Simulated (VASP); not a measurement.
The system is Ge.

```
Ge
1.0
     4.02322    0.00000    0.00000
    -2.01161    3.48421    0.00000
     0.00000    0.00000   10.91958
Ge
4
Cartesian
  2.0116 1.1614 4.5300
  0.0000 2.3228 9.9898
  0.0000 0.0000 5.2136
  0.0000 0.0000 10.6734
```

Base run:

```yaml
Program: VASP 6.6.1
Functional: PBE
Potentials_or_basis: VASP PAW PBE potentials, release 64 (Ge_d)
Cutoff: 520 eV
k_mesh: 8 × 8 × 3
Occupations: fermi-dirac, width 0.05 eV
Spin: no spin polarisation
```

Its results: band gap on the k mesh 0.68 eV (least direct gap 0.69 eV); pressure 0.3 GPa; largest force 0.026 eV/Å.

Q: The run is repeated on the same cell with these changes: functional from PBE to PBEsol. What comes out?

A: Band gap on the k mesh 0.68 eV (least direct gap 0.69 eV); pressure -1.1 GPa; largest force 0.124 eV/Å.

PBEsol binds more tightly than PBE, so the same cell stands under less pressure.

Caveats: an odd mesh through Γ misses points on the zone boundary, where band edges can lie; the PAW data sets were made with another functional, which shifts forces and pressure a little (at least some runs).
